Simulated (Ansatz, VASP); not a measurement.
**One calculation of LiH, two programs**

The input INCAR:

```
PREC = Accurate
ENCUT = 520
EDIFF = 1E-7
ISMEAR = 0
SIGMA = 0.1
LREAL = F
LASPH = T
NELM = 100
ALGO = Normal
ISIF = 2
LWAVE = F
LCHARG = F
GGA = PE
NBANDS = 24
```

KPOINTS

```
regular mesh
0
Gamma
  6 6 1
```

POSCAR

```
LiH
1.0
    3.2410636100      0.0000000000      0.0000000000
   -1.6205318100      2.8068434200      0.0000000000
    0.0000000000      0.0000000000     18.3766427400
Li H
6 6
Direct
    0.0000000000      0.0000000000      0.1214041100
    0.0000000000      0.0000000000      0.2602869400
    0.6666666700      0.3333333300      0.4482075000
    0.3333333300      0.6666666700      0.6361280500
    0.3333333300      0.6666666700      0.7816768300
    0.6666666700      0.3333333300      0.9272256100
    0.0000000000      0.0000000000      0.0000000000
    0.3333333300      0.6666666700      0.1875125500
    0.6666666700      0.3333333300      0.3330613300
    0.6666666700      0.3333333300      0.5633536600
    0.0000000000      0.0000000000      0.7089024400
    0.0000000000      0.0000000000      0.8544512200
```

Input for Ansatz:

```yaml
crystal:
  lattice:
    - [3.24106361, 0.0, 0.0]
    - [-1.62053181, 2.80684342, 0.0]
    - [0.0, 0.0, 18.37664274]
  atoms:
    - { symbol: Li, position: [0.0, 0.0, 0.12140411] }
    - { symbol: Li, position: [0.0, 0.0, 0.26028694] }
    - { symbol: Li, position: [0.66666667, 0.33333333, 0.4482075] }
    - { symbol: Li, position: [0.33333333, 0.66666667, 0.63612805] }
    - { symbol: Li, position: [0.33333333, 0.66666667, 0.78167683] }
    - { symbol: Li, position: [0.66666667, 0.33333333, 0.92722561] }
    - { symbol: H, position: [0.0, 0.0, 0.0] }
    - { symbol: H, position: [0.33333333, 0.66666667, 0.18751255] }
    - { symbol: H, position: [0.66666667, 0.33333333, 0.33306133] }
    - { symbol: H, position: [0.66666667, 0.33333333, 0.56335366] }
    - { symbol: H, position: [0.0, 0.0, 0.70890244] }
    - { symbol: H, position: [0.0, 0.0, 0.85445122] }
basis:
  ecutwfc: 420
kpoints:
  mp_grid: { grid: [6, 6, 1] }
hamiltonian:
  xc: pbe
scf:
  occupations: { method: gaussian, width: 0.1 }
  lower_state_search: "off"
output:
  forces: true
  stress: true
  eigenvalues: true
```

Alike in both runs: task single point; functional PBE; k mesh 6 × 6 × 1; occupations gaussian, width 0.1 eV; no spin polarisation.

|  | VASP | Ansatz |
| --- | --- | --- |
| version | VASP 6.6.1 | Ansatz 0.2.0 |
| potentials or method | VASP PAW PBE potentials, release 64 (Li_sv, H), cutoff 520 eV | scalar-relativistic, plane waves, PAW |
| valence electrons in the cell | 24 | 24 |

```tsv
	VASP	Ansatz	Ansatz less VASP
gap on the k mesh at the Fermi level (eV)	none	none	-
rms of the force components (eV/Å)	0.276	0.276	-0.0001
```

Atom by atom the forces differ by 0.001 eV/Å (rms over components). A gap of «none» marks a metal or a gap that the smearing closes.

The k mesh is coarse, so the values compare programs but aren't converged. Noted on VASP's run: the cutoff is under 1.25 times that of the potentials, so the pressure is a little rough.
